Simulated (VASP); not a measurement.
# Al2Cu (Fm-3m) in VASP: elastic constants with PBE

Aim: the elastic constants of Al2Cu with PBE.

All numbers are computed with VASP 6.6.1; they aren't measurements. Logs are shortened: lines on timing, memory, paths and dates and some standing lists are left out, and cuts for length are marked.

## Step 1: The cell of the first run

It takes space group Fm-3m (No. 225, cubic). The conventional cell has a = 5.695 Å, b = 5.695 Å, c = 5.695 Å, α = 90.00°, β = 90.00°, γ = 90.00°. Al (site symmetry -43m) has 4 Cu at 2.47 Å and 6 Al at 2.85 Å within 3.3 Å. Cu (site symmetry m-3m) has 8 Al at 2.47 Å within 3.3 Å.

## Step 2: Elastic constants, PBE

Input file INCAR:

```
PREC = Accurate
ENCUT = 600
EDIFF = 1E-8
ISMEAR = -1
SIGMA = 0.15
LREAL = F
LASPH = T
NELM = 80
ALGO = Normal
ISIF = 3
LWAVE = F
LCHARG = F
GGA = PE
IBRION = 6
NFREE = 2
POTIM = 0.015
NSW = 1
```

Input file KPOINTS:

```
regular mesh
0
Gamma
  14 14 14
```

Input file POSCAR:

```
Al2Cu
1.0
   -2.0135378402      2.0135378402      2.8475725219
    2.0135378402     -2.0135378402      2.8475725219
    2.0135378402      2.0135378402     -2.8475725219
Al Cu
2 1
Direct
    0.7500000000      0.2500000000      0.5000000000
    0.2500000000      0.7500000000      0.5000000000
    0.5000000000      0.5000000000      0.0000000000
```

Potentials or basis: VASP PAW PBE potentials, release 64 (Al, Cu).

The run is started by

```sh
cat potpaw_PBE.64/Al/POTCAR potpaw_PBE.64/Cu/POTCAR > POTCAR
mpirun -np 1 vasp_std > vasp.out
```

OUTCAR:

```text
PREC = Accurate
   ENCUT = 600
   EDIFF = 1E-8
   ISMEAR = -1
   LREAL = F
   LASPH = T
   NELM = 80
   ISIF = 3
   GGA = PE
   IBRION = 6
   NFREE = 2
   POTIM = 0.015
   NSW = 1

 ion  position               nearest neighbor table
   1  0.750  0.250  0.500-   3 2.47   3 2.47   3 2.47   3 2.47   2 2.85   2 2.85   2 2.85   2 2.85
                             2 2.85   2 2.85
   2  0.250  0.750  0.500-   3 2.47   3 2.47   3 2.47   3 2.47   1 2.85   1 2.85   1 2.85   1 2.85
                             1 2.85   1 2.85
   3  0.500  0.500  0.000-   1 2.47   2 2.47   1 2.47   2 2.47   2 2.47   1 2.47   2 2.47   1 2.47

  LATTYP: Found a face centered cubic cell.
 ALAT       =     5.6951450439

  Lattice vectors:

 A1 = (   2.0135378402,  -2.0135378402,  -2.8475725219)
 A2 = (   2.0135378402,   2.0135378402,  -2.8475725219)
 A3 = (   4.0270756804,   0.0000000000,   0.0000000000)

Analysis of symmetry for initial positions (statically):
=====================================================================
 Subroutine PRICEL returns:
 Original cell was already a primitive cell.

 Routine SETGRP: Setting up the symmetry group for a
 face centered cubic supercell.

 Subroutine GETGRP returns: Found 48 space group operations
 (whereof 48 operations were pure point group operations)
 out of a pool of 48 trial point group operations.

The static configuration has the point symmetry O_h .

Analysis of symmetry for dynamics (positions and initial velocities):
=====================================================================
 Subroutine PRICEL returns:
 Original cell was already a primitive cell.

 Routine SETGRP: Setting up the symmetry group for a
 face centered cubic supercell.

 Subroutine GETGRP returns: Found 48 space group operations
 (whereof 48 operations were pure point group operations)
 out of a pool of 48 trial point group operations.

The dynamic configuration has the point symmetry O_h .

 Subroutine INISYM returns: Found 48 space group operations
 (whereof 48 operations are pure point group operations),
 and found     1 'primitive' translations

----------------------------------------------------------------------------------------

                                     Primitive cell

  volume of cell :      46.1800

  direct lattice vectors                    reciprocal lattice vectors
    -2.013537840  2.013537840  2.847572522     0.000000000  0.248319148  0.175588153
     2.013537840 -2.013537840  2.847572522     0.248319148  0.000000000  0.175588153
     2.013537840  2.013537840 -2.847572522     0.248319148  0.248319148  0.000000000

  length of vectors
     4.027075680  4.027075680  4.027075680     0.304127602  0.304127602  0.351176306

  position of ions in fractional coordinates (direct lattice)
     0.750000000  0.250000000  0.500000000
     0.250000000  0.750000000  0.500000000
     0.500000000  0.500000000  0.000000000

  ion indices of the primitive-cell ions
   primitive index   ion index
                 1           1
                 2           2
                 3           3

----------------------------------------------------------------------------------------

[... 118 lines left out ...]

------------------------ aborting loop because EDIFF is reached ----------------------------------------

  FORCE on cell =-STRESS in cart. coord.  units (eV):
  Direction    XX          YY          ZZ          XY          YZ          ZX
  --------------------------------------------------------------------------------------
  -------------------------------------------------------------------------------------
  Total        1.4907861      1.4907861      1.4907861      0.0000000      0.0000000      0.0000000
  in kB       51.7215512     51.7215512     51.7215512      0.0000000      0.0000000      0.0000000
  external PRESSURE =      51.7215512 kB  Pullay stress =       0.0000000 kB
[... 92 lines left out ...]
  FREE ENERGIE OF THE ION-ELECTRON SYSTEM (eV)
  ---------------------------------------------------
  free  energy   TOTEN  =       -11.7141686287 eV

  energy  without entropy=      -11.6534071142  energy(sigma->0) =      -11.68378787

[... ionic steps 4 to 14 ...]

--------------------------------------- Ionic step       15  -------------------------------------------

 number of electron      17.0000013 magnetization

------------------------ aborting loop because EDIFF is reached ----------------------------------------
[... 69 lines left out ...]
--------------------------------------- Ionic step       17  -------------------------------------------

 number of electron      17.0000006 magnetization

 Free energy of the ion-electron system (eV)
  ---------------------------------------------------
  ext. energy  EPLUGINS =         0.00000000
  ---------------------------------------------------
  free energy    TOTEN  =       -11.74312317 eV

  energy without entropy =      -11.68164668  energy(sigma->0) =      -11.71238493

 E-fermi :   7.3716     XC(G=0): -10.5964

 val. band max:        7.3500652324   @ k =   0.4286   0.0714   0.0000
 cond. band min:       7.4029058074   @ k =  -0.0000  -0.1429   0.0000
 fundamental gap:      0.0528405751
 Fermi energy:         7.3716186977

 k-point     1 :       0.0000    0.0000    0.0000
  band No.  band energies     occupation
      1      -3.0447      2.00000
      2       2.6809      2.00000
      3       2.6811      2.00000
      4       2.6811      2.00000
      5       3.2528      2.00000
      6       3.2529      2.00000
      7      10.2836      0.00000
      8      10.2839      0.00000
      9      10.2980      0.00000
     10      10.3593      0.00000
     11      10.3731      0.00000
     12      10.3735      0.00000
[... 331 lines left out ...]
 k-point    24 :       0.2857    0.1429   -0.0000
  band No.  band energies     occupation
      1      -1.3198      2.00000
      2       2.0643      2.00000
      3       2.7587      2.00000
      4       2.8829      2.00000
      5       3.1936      2.00000
      6       3.3211      2.00000
      7       4.2479      2.00000
      8       6.1961      1.99921
      9       8.3241      0.00349
     10      10.4155      0.00000
     11      11.0330      0.00000
     12      12.3528      0.00000

 [... further k-points ...]
[... 5 lines left out ...]
  --------------------------------------------------------------------------------------
  -------------------------------------------------------------------------------------
  Total        1.4949501      1.4895293      1.4935496      0.0000000      0.0000000      0.0000000
  in kB       51.8660169     51.6779459     51.8174273      0.0000000      0.0000000      0.0000000
  external PRESSURE =      51.7871300 kB  Pullay stress =       0.0000000 kB
[... 18 lines left out ...]
  FREE ENERGIE OF THE ION-ELECTRON SYSTEM (eV)
  ---------------------------------------------------
  free  energy   TOTEN  =       -11.7431231694 eV

  energy  without entropy=      -11.6816466828  energy(sigma->0) =      -11.71238493

 INTERNAL STRAIN TENSORS FROM STRAINED CELLS
 ============================================

 INTERNAL STRAIN TENSOR FOR ION    1 for displacements in x,y,z  (eV/Angst):
          X           Y           Z          XY          YZ          ZX
  --------------------------------------------------------------------------------
  x     0.00000    -0.00000    -0.00000     0.00000     0.00000    -5.76473
  y     0.00000     0.00000     0.00000    -0.00000     5.76547     0.00000
  z    -5.78450     5.78453     0.00000    -0.00003    -0.00001     0.00002

 INTERNAL STRAIN TENSORS FROM DISPLACED ATOMS
 ============================================

 INTERNAL STRAIN TENSOR FOR ION    1 for displacements in x,y,z  (eV/Angst):
          X           Y           Z          XY          YZ          ZX
  --------------------------------------------------------------------------------
  x     0.00000    -0.00000    -0.00000    -0.00000     0.00000    -5.77316
  y     0.00000    -0.00000    -0.00000     0.00000     5.77316     0.00000
  z    -5.77316     5.77316     0.00000     0.00000    -0.00000     0.00000

 INTERNAL STRAIN TENSOR FOR ION    3 for displacements in x,y,z  (eV/Angst):
          X           Y           Z          XY          YZ          ZX
  --------------------------------------------------------------------------------
  x     0.00000     0.00000     0.00000     0.00000     0.00000     0.00000
  y     0.00000     0.00000     0.00000     0.00000     0.00000     0.00000
  z     0.00000     0.00000     0.00000     0.00000     0.00000     0.00000

 Eigenvectors and eigenvalues of the dynamical matrix
 ----------------------------------------------------

   1 f  =    8.943488 THz    56.193592 2PiTHz  298.322647 cm-1    36.987278 meV
             X         Y         Z           dx          dy          dz
     -0.000000  2.013538  1.423786     0.520361   -0.478774   -0.000000
      2.013538 -0.000000  1.423786    -0.520361    0.478774    0.000000
      0.000000  0.000000  2.847573    -0.000000    0.000000    0.000000
[... 43 lines left out ...]
   9 f/i=    0.010381 THz     0.065227 2PiTHz    0.346278 cm-1     0.042933 meV
             X         Y         Z           dx          dy          dz
     -0.000000  2.013538  1.423786     0.293703   -0.368302    0.091234
      2.013538 -0.000000  1.423786     0.293703   -0.368302    0.091234
      0.000000  0.000000  2.847573     0.449610   -0.563810    0.139665

--------------------------------------------------------------------------------------------------------

 ELASTIC MODULI CONTR FROM IONIC RELAXATION (kBar)
 Direction    XX          YY          ZZ          XY          YZ          ZX
 --------------------------------------------------------------------------------
 XX        -261.9049    261.9049      0.0000     -0.0000     -0.0000     -0.0000
 YY         261.9049   -261.9049     -0.0000      0.0000      0.0000      0.0000
 ZZ           0.0000     -0.0000     -0.0000     -0.0000      0.0000     -0.0000
 XY          -0.0000      0.0000     -0.0000     -0.0000     -0.0000     -0.0000
 YZ          -0.0000      0.0000      0.0000     -0.0000   -261.9049     -0.0000
 ZX          -0.0000      0.0000     -0.0000     -0.0000     -0.0000   -261.9049
 --------------------------------------------------------------------------------

 TOTAL ELASTIC MODULI (kBar)
 Direction    XX          YY          ZZ          XY          YZ          ZX
 --------------------------------------------------------------------------------
 XX        1956.6636    622.9550    780.8201      0.0000     -0.0000     -0.0000
 YY         622.9550   1956.6636    780.8201      0.0000      0.0000      0.0000
 ZZ         780.8201    780.8201   1798.7984     -0.0000      0.0000     -0.0000
 XY          -0.0000      0.0000     -0.0000    508.9891     -0.0000     -0.0000
 YZ          -0.0000      0.0000      0.0000     -0.0000    666.8543     -0.0000
 ZX          -0.0000      0.0000     -0.0000     -0.0000     -0.0000    666.8543
 --------------------------------------------------------------------------------
```

It took 79 min on 1 thread of Oxide Virtual Turin-like, shared host; peak memory 0.9 GiB.

Results:

| Item | Value |
| --- | --- |
| Voigt bulk modulus | 112 GPa |
| Highest phonon frequency at Γ | 298 cm⁻¹ |

Phonon frequencies in cm⁻¹ (negative: imaginary):
```
              q point                    frequencies
(0.000, 0.000, 0.000)  0 0 0 278 278 278 298 298 298
```

Elastic tensor in Voigt notation (GPa, in the Cartesian axes of the cell as first typed):
```
196  62  78   0   0   0
 62 196  78   0   0   0
 78  78 180   0   0   0
  0   0   0  67   0   0
  0   0   0   0  67   0
  0   0   0   0   0  51
```

Clamped-ion elastic tensor (GPa):
```
222  36  78   0   0   0
 36 222  78   0   0   0
 78  78 180   0   0   0
  0   0   0  93   0   0
  0   0   0   0  93   0
  0   0   0   0   0  51
```

Caveat: the cell is under stress, which shifts elastic constants.
